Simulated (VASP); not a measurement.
Here is a VASP 6.6.1 calculation.

Contents of INCAR:

```
SYSTEM = WSe2
ALGO     = Normal         ! electronic algorithm
EDIFF    = 1E-6           ! SCF threshold, eV
ENCUT    = 500            ! plane-wave cutoff, eV
GGA      = PE             ! functional
GGA_COMPAT= .False.      
ISIF     = 2              ! what is computed and relaxed
ISMEAR   = 0              ! smearing method
LASPH    = .True.         ! aspherical terms in the spheres
LCHARG   = .True.         ! write CHGCAR
LELF     = .True.         ! ELF
LREAL    = .False.        ! projectors in reciprocal space
LVHAR    = .True.       
LWAVE    = .False.        ! write WAVECAR
NBANDS   = 35             ! bands
NELM     = 120            ! most SCF steps
PREC     = Accurate       ! precision mode
SIGMA    = 0.02           ! smearing width, eV
```

Contents of KPOINTS:

```
k-points
0
Gamma
  12 12 2
  0 0 0
```

The input POSCAR:

```
WSe2
1.0
    3.3209866959      0.0000000000      0.0000000000
   -1.6604933480      2.8760588443      0.0000000000
    0.0000000000      0.0000000000     15.0438377397
W Se
2 4
Direct
    0.6666666667      0.3333333333      0.7500000000
    0.3333333333      0.6666666667      0.2500000000
    0.3333333333      0.6666666667      0.8615429960
    0.6666666667      0.3333333333      0.3615429960
    0.3333333333      0.6666666667      0.6384570040
    0.6666666667      0.3333333333      0.1384570040
```

Potentials or basis: VASP PAW PBE potentials, release 64 (W_sv, Se).

Run with:

```console
$ cat potpaw_PBE.64/W_sv/POTCAR potpaw_PBE.64/Se/POTCAR > POTCAR
$ mpirun -np 1 vasp_std > vasp.out
```

Problem. Estimate the largest force.

Solution. 0.045 eV/Å.

Problem. Estimate the band gap on the k mesh.

Solution. 1.46 eV (least direct gap 1.52 eV).

Problem. What does it give for the pressure?

Solution. 0.3 GPa.

Stress tensor (GPa, compression positive):
```
0.21 0.00 0.00
0.00 0.21 0.00
0.00 0.00 0.35
```

Caveat: spin-orbit coupling is left out, which moves the levels of the heavy elements; this functional lacks dispersion, which binds layers or chains, so the pressure and a relaxed spacing across them are unreliable. A k mesh can miss the band edges.
